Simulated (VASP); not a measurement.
# Si (I4/mmm) in VASP: a series of runs

Runs on Si. Level: LDA. Tasks: single point.

All numbers are computed with VASP 6.6.1; they aren't measurements. Logs are shortened: lines on timing, memory, paths and dates and some standing lists are left out, and cuts for length are marked.

### 1 The cell of the first run

It takes space group I4/mmm (No. 139, tetragonal). Conventional cell: a = 3.222 Å, b = 3.222 Å, c = 2.649 Å, α = 90.00°, β = 90.00°, γ = 90.00°. Within 3.5 Å of Si (site symmetry 4/mmm) lie 14 Si at 2.64 to 3.22 Å.

### 2 Single point, LDA (strain -0.015 along x and y, +0.015 along z)

The input, INCAR:

```
PREC = Accurate
ENCUT = 520
EDIFF = 1E-6
ISMEAR = 0
SIGMA = 0.15
LREAL = F
LASPH = T
NELM = 80
ALGO = Normal
ISIF = 2
LWAVE = F
LCHARG = F
NBANDS = 8
```

The input, KPOINTS:

```
regular mesh
0
Gamma
  28 28 28
```

The input, POSCAR:

```
Si
1.0
   -1.6111279968      1.6111279968      1.3243844741
    1.6111279968     -1.6111279968      1.3243844741
    1.6111279968      1.6111279968     -1.3243844741
Si
1
Direct
    0.0000000000      0.0000000000      0.0000000000
```

Potentials or basis: VASP PAW LDA potentials, release 64 (Si).

The run is started by

```sh
$ cat potpaw_LDA.64/Si/POTCAR > POTCAR
$ mpirun -np 1 vasp_std > vasp.out
```

OUTCAR:

```text
PREC = Accurate
   ENCUT = 520
   EDIFF = 1E-6
   ISMEAR = 0
   LREAL = F
   LASPH = T
   NELM = 80
   ISIF = 2

 ion  position               nearest neighbor table
   1  0.000  0.000  0.000-

  LATTYP: Found a body centered tetragonal cell.
 ALAT       =     3.2222559936
 C/A-ratio  =     0.8220231271

  Lattice vectors:

 A1 = (  -1.6111279968,   1.6111279968,   1.3243844741)
 A2 = (   1.6111279968,  -1.6111279968,   1.3243844741)
 A3 = (   1.6111279968,   1.6111279968,  -1.3243844741)

Analysis of symmetry for initial positions (statically):
=====================================================================
 Subroutine PRICEL returns:
 Original cell was already a primitive cell.

 Routine SETGRP: Setting up the symmetry group for a
 body centered tetragonal supercell.

 Subroutine GETGRP returns: Found 16 space group operations
 (whereof 16 operations were pure point group operations)
 out of a pool of 16 trial point group operations.

The static configuration has the point symmetry D_4h.

Analysis of symmetry for dynamics (positions and initial velocities):
=====================================================================
 Subroutine PRICEL returns:
 Original cell was already a primitive cell.

 Routine SETGRP: Setting up the symmetry group for a
 body centered tetragonal supercell.

 Subroutine GETGRP returns: Found 16 space group operations
 (whereof 16 operations were pure point group operations)
 out of a pool of 16 trial point group operations.

The dynamic configuration has the point symmetry D_4h.

 Subroutine INISYM returns: Found 16 space group operations
 (whereof 16 operations are pure point group operations),
 and found     1 'primitive' translations

----------------------------------------------------------------------------------------

                                     Primitive cell

  volume of cell :      13.7510

  direct lattice vectors                    reciprocal lattice vectors
    -1.611127997  1.611127997  1.324384474     0.000000000  0.310341575  0.377533873
     1.611127997 -1.611127997  1.324384474     0.310341575  0.000000000  0.377533873
     1.611127997  1.611127997 -1.324384474     0.310341575  0.310341575  0.000000000

  length of vectors
     2.635424269  2.635424269  2.635424269     0.488716399  0.488716399  0.438889264

  position of ions in fractional coordinates (direct lattice)
     0.000000000  0.000000000  0.000000000

  ion indices of the primitive-cell ions
   primitive index   ion index
                 1           1

----------------------------------------------------------------------------------------

 KPOINTS: regular mesh

Automatic generation of k-mesh.
 Grid dimensions read from file:
 generate k-points for:   28   28   28

 Generating k-lattice:

  Cartesian coordinates                     Fractional coordinates (reciprocal lattice)
     0.000000000  0.011083628  0.013483353     0.035714286 -0.000000000  0.000000000
     0.011083628  0.000000000  0.013483353    -0.000000000  0.035714286  0.000000000
     0.011083628  0.011083628  0.000000000     0.000000000  0.000000000  0.035714286

  Length of vectors
     0.017454157  0.017454157  0.015674617

  Shift w.r.t. Gamma in fractional coordinates (k-lattice)
     0.000000000  0.000000000  0.000000000

 Subroutine IBZKPT returns following result:
 ===========================================

 Found   1639 irreducible k-points:

 Following reciprocal coordinates:
            Coordinates               Weight
  0.000000  0.000000  0.000000      1.000000
  0.035714  0.000000 -0.000000      8.000000
  0.071429  0.000000 -0.000000      8.000000
  0.107143  0.000000 -0.000000      8.000000
  0.142857  0.000000 -0.000000      8.000000
  0.178571  0.000000 -0.000000      8.000000
[... 16 lines left out ...]
  0.285714  0.035714 -0.000000     16.000000
  0.321429  0.035714 -0.000000     16.000000
 [... further k-points ...]
   k-points           NKPTS =   1639   k-points in BZ     NKDIM =   1639   number of bands    NBANDS=      8
   number of dos      NEDOS =    301   number of ions     NIONS =      1
   total plane-waves  NPLWV =   8000
   dimension x,y,z NGX =    20 NGY =   20 NGZ =   20
   dimension x,y,z NGXF=    40 NGYF=   40 NGZF=   40
   ions per type =               1
   NGX,Y,Z   is equivalent  to a cutoff of  12.62, 12.62, 12.62 a.u.
   NGXF,Y,Z  is equivalent  to a cutoff of  25.23, 25.23, 25.23 a.u.
 SYSTEM =  unknown system
   PREC   = accura    normal or accurate (medium, high low for compatibility)
   ISTART =      0    job   : 0-new  1-cont  2-samecut
   ICHARG =      2    charge: 1-file 2-atom 10-const
   ISPIN  =      1    spin polarized calculation?
   LNONCOLLINEAR =      F non collinear calculations
   LSORBIT =      F    spin-orbit coupling
   LASPH  =      T    aspherical Exc in radial PAW
   ENCUT  =  520.0 eV  38.22 Ry    6.18 a.u.   4.90  4.90  4.90*2*pi/ulx,y,z
   NELM   =     80;   NELMIN=  2; NELMDL= -5     # of ELM steps
   EDIFF  = 0.1E-05   stopping-criterion for ELM
   LREAL  =      F    real-space projection
   EDIFFG = 0.1E-04   stopping-criterion for IOM
   NSW    =      0    number of steps for IOM
   IBRION =     -1    ionic relax: 0-MD 1-quasi-New 2-CG
   NFREE  =      0    steps in history (QN), initial steepest desc. (CG)
   ISIF   =      2    stress and relaxation
   ISYM   =      2    0-nonsym 1-usesym 2-fastsym
   POTIM  = 0.5000    time-step for ionic-motion
   TEBEG  =    0.0;   TEEND  =   0.0 temperature during run
   PSTRESS=    0.0 pullay stress
   NELECT =       4.0000    total number of electrons
   NUPDOWN=      -1.0000    fix difference up-down
   EMIN   =  10.00;   EMAX   =-10.00  energy-range for DOS
   EFERMI =   0.00;   METHOD = LEGACY
   ISMEAR =     0;   SIGMA  =   0.15  broadening in eV -4-tet -1-fermi 0-gaus
   EFERMI_NEDOS =   21; number of points for ismear=-14 and -15
   IALGO  =     38    algorithm
   IMIX   =      4    mixing-type and parameters
     AMIX     =   0.40;   BMIX     =  1.00
     AMIX_MAG =   1.60;   BMIX_MAG =  1.00
  volume/ion in A,a.u.               =      13.75        92.80
  Fermi-wavevector in a.u.,A,eV,Ry     =   1.084718  2.049819 16.008788  1.176613
  Thomas-Fermi vector in A             =   2.220814
   LORBIT       =      0    0 simple, 1 ext, 2 COOP (PROOUT), +10 PAW based schemes
   GGA     = CA    functional components
   LHFCALC =     F    Hartree Fock is set to
   AEXX    =    0.0000 exact exchange contribution
   IVDW    =     0    specifies the selected vdW correction
   LEPSILON=     F    determine dielectric tensor
   LRPA    =     F    only Hartree local field effects (RPA)
 non-spin polarized calculation
 Gauss-broadening in eV      SIGMA  =   0.15
  energy-cutoff  :      520.00
  volume of cell :       13.75
 maximum number of plane-waves:       384
   NGX =  9   NGY =  9   NGZ =  9

 number of electron       4.0000000 magnetization

 Free energy of the ion-electron system (eV)
  ---------------------------------------------------
  ext. energy  EPLUGINS =         0.00000000
  ---------------------------------------------------
  free energy    TOTEN  =        -5.56395376 eV

  energy without entropy =       -5.55956952  energy(sigma->0) =       -5.56176164

 E-fermi :  10.7643     XC(G=0): -11.4624

 val. band max:       10.7536303229   @ k =  -0.2143   0.3214   0.0357
 cond. band min:      10.7659858981   @ k =  -0.4286   0.4286   0.4286
 fundamental gap:      0.0123555752
 Fermi energy:        10.7642778346

 k-point     1 :       0.0000    0.0000    0.0000
  band No.  band energies     occupation
      1      -4.0684      2.00000
      2      20.5624      0.00000
      3      21.1331      0.00000
      4      21.1331      0.00000
      5      24.0370      0.00000
      6      24.5341      0.00000
      7      25.8507      0.00000
      8      25.8507      0.00000

 k-point     2 :       0.0357    0.0000   -0.0000
  band No.  band energies     occupation
      1      -4.0242      2.00000
      2      19.9954      0.00000
      3      20.9898      0.00000
      4      21.7223      0.00000
      5      23.5347      0.00000
      6      24.8436      0.00000
      7      25.6270      0.00000
      8      25.7816      0.00000

 k-point     3 :       0.0714    0.0000   -0.0000
  band No.  band energies     occupation
      1      -3.8918      2.00000
      2      19.2688      0.00000
      3      20.6307      0.00000
      4      22.4361      0.00000
      5      22.4573      0.00000
      6      25.1852      0.00000
      7      25.3286      0.00000
      8      25.6507      0.00000

 k-point     4 :       0.1071    0.0000   -0.0000
  band No.  band energies     occupation
      1      -3.6712      2.00000
      2      18.5929      0.00000
      3      20.1628      0.00000
      4      21.0608      0.00000
      5      22.7064      0.00000
      6      25.0908      0.00000
      7      25.1120      0.00000
      8      26.2462      0.00000

 k-point     5 :       0.1429    0.0000   -0.0000
  band No.  band energies     occupation
      1      -3.3628      2.00000
      2      17.9842      0.00000
      3      19.3462      0.00000
      4      19.8231      0.00000
      5      22.2743      0.00000
      6      24.5648      0.00000
      7      25.7808      0.00000
      8      27.1123      0.00000

 k-point     6 :       0.1786    0.0000   -0.0000
  band No.  band energies     occupation
      1      -2.9670      2.00000
      2      17.4474      0.00000
      3      17.7494      0.00000
      4      19.3149      0.00000
      5      21.5495      0.00000
      6      23.9479      0.00000
      7      26.8365      0.00000
      8      28.0711      0.00000

 k-point     7 :       0.2143    0.0000   -0.0000
  band No.  band energies     occupation
      1      -2.4842      2.00000
      2      16.0845      0.00000
      3      16.9841      0.00000
      4      18.9010      0.00000
      5      20.7785      0.00000
      6      23.3011      0.00000
      7      28.0564      0.00000
      8      28.2190      0.00000

 k-point     8 :       0.2500    0.0000    0.0000
  band No.  band energies     occupation
      1      -1.9152      2.00000
      2      14.4328      0.00000
      3      16.5947      0.00000
      4      18.5427      0.00000
      5      20.0369      0.00000
      6      22.6669      0.00000
      7      28.2394      0.00000
      8      29.3744      0.00000

 k-point     9 :       0.2857    0.0000   -0.0000
  band No.  band energies     occupation
      1      -1.2608      2.00000
      2      12.8183      0.00000
      3      16.2782      0.00000
      4      18.2403      0.00000
      5      19.3532      0.00000
      6      22.0734      0.00000
      7      28.3479      0.00000
      8      30.7620      0.00000

 k-point    10 :       0.3214    0.0000   -0.0000
  band No.  band energies     occupation
      1      -0.5216      2.00000
      2      11.2545      0.00000
      3      16.0328      0.00000
      4      17.9939      0.00000
      5      18.7423      0.00000
      6      21.5399      0.00000
      7      28.5321      0.00000
      8      32.1966      0.00000
[... 78 lines left out ...]
 k-point    18 :       0.1071    0.0357   -0.0000
  band No.  band energies     occupation
      1      -3.4689      2.00000
      2      18.4084      0.00000
      3      19.9323      0.00000
      4      20.4507      0.00000
      5      22.1174      0.00000
      6      24.0957      0.00000
      7      25.2433      0.00000
      8      27.0041      0.00000

 k-point    19 :       0.1429    0.0357   -0.0000
  band No.  band energies     occupation
      1      -3.1083      2.00000
      2      17.8550      0.00000
      3      18.3992      0.00000
      4      19.8699      0.00000
      5      21.4914      0.00000
      6      23.8489      0.00000
      7      25.8769      0.00000
      8      27.5999      0.00000

 k-point    20 :       0.1786    0.0357   -0.0000
  band No.  band energies     occupation
      1      -2.6604      2.00000
      2      16.7507      0.00000
      3      17.3742      0.00000
      4      19.3350      0.00000
      5      20.8021      0.00000
      6      23.3349      0.00000
      7      26.9451      0.00000
      8      27.4040      0.00000

 k-point    21 :       0.2143    0.0357    0.0000
  band No.  band energies     occupation
      1      -2.1261      2.00000
      2      15.1016      0.00000
      3      16.9542      0.00000
      4      18.8017      0.00000
      5      20.1816      0.00000
      6      22.7502      0.00000
      7      27.3527      0.00000
      8      28.1858      0.00000

 k-point    22 :       0.2500    0.0357    0.0000
  band No.  band energies     occupation
      1      -1.5060      2.00000
      2      13.4767      0.00000
      3      16.6033      0.00000
      4      18.2708      0.00000
      5      19.6659      0.00000
      6      22.1764      0.00000
      7      27.4136      0.00000
      8      29.5225      0.00000

 k-point    23 :       0.2857    0.0357   -0.0000
  band No.  band energies     occupation
      1      -0.8008      2.00000
      2      11.8953      0.00000
      3      16.3166      0.00000
      4      17.7600      0.00000
      5      19.2548      0.00000
      6      21.6536      0.00000
      7      27.5674      0.00000
      8      30.9209      0.00000

 k-point    24 :       0.3214    0.0357   -0.0000
  band No.  band energies     occupation
      1      -0.0117      2.00000
      2      10.3687      1.99981
      3      16.0847      0.00000
      4      17.2987      0.00000
      5      18.9317      0.00000
      6      21.2066      0.00000
      7      27.8024      0.00000
      8      32.3503      0.00000

 [... further k-points ...]

------------------------ aborting loop because EDIFF is reached ----------------------------------------

  FORCE on cell =-STRESS in cart. coord.  units (eV):
  Direction    XX          YY          ZZ          XY          YZ          ZX
  --------------------------------------------------------------------------------------
  -------------------------------------------------------------------------------------
  Total        0.1716139      0.1716139      0.0302218      0.0000000      0.0000000      0.0000000
  in kB       19.9953422     19.9953422      3.5212519      0.0000000      0.0000000      0.0000000
  external PRESSURE =      14.5039788 kB  Pullay stress =       0.0000000 kB

 VOLUME and BASIS-vectors are now :
 -----------------------------------------------------------------------------
  energy-cutoff  :      520.00
  volume of cell :       13.75
      direct lattice vectors                 reciprocal lattice vectors
    -1.611127997  1.611127997  1.324384474     0.000000000  0.310341575  0.377533873
     1.611127997 -1.611127997  1.324384474     0.310341575  0.000000000  0.377533873
     1.611127997  1.611127997 -1.324384474     0.310341575  0.310341575  0.000000000

 POSITION                                       TOTAL-FORCE (eV/Angst)
 -----------------------------------------------------------------------------------
      0.00000      0.00000      0.00000         0.000000     -0.000000      0.000000
 -----------------------------------------------------------------------------------
    total drift:                                0.000000      0.000000     -0.000000

  FREE ENERGIE OF THE ION-ELECTRON SYSTEM (eV)
  ---------------------------------------------------
  free  energy   TOTEN  =        -5.5639537592 eV

  energy  without entropy=       -5.5595695151  energy(sigma->0) =       -5.56176164
```

Run time: 40 s. Hardware: 1 thread of Intel Xeon 6975P-C (Granite Rapids), shared host; peak memory 0.24 GiB.

What came out:

```yaml
Free_energy: -5.5640 eV
Pressure: 1.5 GPa
Band_gap_on_the_k_mesh: zero (band 2 reaches 20.67 eV, above the bottom of band 3 at 7.01 eV)
```

Stress tensor (GPa, compression positive):
```
2.00 0.00 0.00
0.00 2.00 0.00
0.00 0.00 0.35
```

Levels at points of the mesh, in eV from the Fermi level:
```
           k point  band 1  band 2  band 3  band 4  band 5  band 6
(0.00, 0.00, 0.00)  -14.83    9.80   10.37   10.37   13.27   13.77
(0.50, 0.00, 0.00)   -6.53   -6.17    4.87    6.40    6.73    9.44
(0.50, 0.50, 0.00)   -8.49   -7.44    8.84   11.25   11.66   11.82
(0.50, 0.50, 0.50)   -2.31   -2.31   -1.24    1.22    3.87    6.34
```

Caveat: the cell differs from its parent crystal (strain -0.015 along x and y, +0.015 along z).

(Continued in part 2 of 2.)
